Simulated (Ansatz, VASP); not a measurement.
NiO2 in VASP and in Ansatz

The input INCAR:

```
  PREC = Accurate
  ENCUT = 520
  EDIFF = 1E-6
  ISMEAR = 0
  SIGMA = 0.05
  LREAL = F
  LASPH = T
  NELM = 100
  ALGO = Normal
  ISIF = 2
  LWAVE = F
  LCHARG = F
  GGA = PS
  NBANDS = 18
```

Contents of KPOINTS:

```
Automatic mesh
0
Gamma
  12 12 6
```

POSCAR

```
NiO2
1.0
    2.8419904474      0.0000000000      0.0000000000
   -1.4209952237      2.4612359247      0.0000000000
    0.0000000000      0.0000000000      4.7717019612
Ni O
1 2
Direct
    0.0000000000      0.0000000000      0.5000000000
    0.6666666667      0.3333333333      0.6499533987
    0.3333333333      0.6666666667      0.3500466013
```

Input for Ansatz:

```yaml
crystal:
  lattice:
    - [2.8419904474, 0.0, 0.0]
    - [-1.4209952237, 2.4612359247, 0.0]
    - [0.0, 0.0, 4.7717019612]
  atoms:
    - { symbol: Ni, position: [0.0, 0.0, 0.5] }
    - { symbol: O, position: [0.6666666667, 0.3333333333, 0.6499533987] }
    - { symbol: O, position: [0.3333333333, 0.6666666667, 0.3500466013] }
basis:
  ecutwfc: 520.0
kpoints:
  mp_grid: { grid: [12, 12, 6] }
hamiltonian:
  xc: pbesol
scf:
  occupations: { method: gaussian, width: 0.05 }
output:
  forces: true
  stress: true
  eigenvalues: true
  write_density: true
  write_potential: true
  elf: true
  volumetric_format: npy
```

Alike in both runs: task single point; functional PBEsol; k mesh 12 × 12 × 6; occupations gaussian, width 0.05 eV; no spin polarisation.

|  | VASP | Ansatz |
| --- | --- | --- |
| version | VASP 6.6.1 | Ansatz 0.2.0 |
| potentials or method | VASP PAW PBE potentials, release 64 (Ni, O), cutoff 520 eV | scalar-relativistic, plane waves, PAW |
| valence electrons in the cell | 22 | 30 |

Ansatz gave:

```
gap on the k mesh at the Fermi level (eV)                     : 0.76
least direct gap on the mesh (eV)                             : 1.23
pressure (GPa)                                                : 24.5
traceless stress, the component that is largest in VASP (GPa) : 2.13
rms of the force components (eV/Å)                            : 1.834
```

Task: What did VASP give for the same quantities?

Result: gap on the k mesh at the Fermi level (eV): 0.74; least direct gap on the mesh (eV): 1.19; pressure (GPa): 25.3; traceless stress, the component that is largest in VASP (GPa): 1.22; rms of the force components (eV/Å): 1.846.

VASP's potentials were made for PBE, not for PBEsol. Atom by atom the forces differ by 0.012 eV/Å (rms over components). VASP's potentials hold 22 valence electrons a cell and Ansatz's 30, so a difference there can come from the potentials and not from the codes.
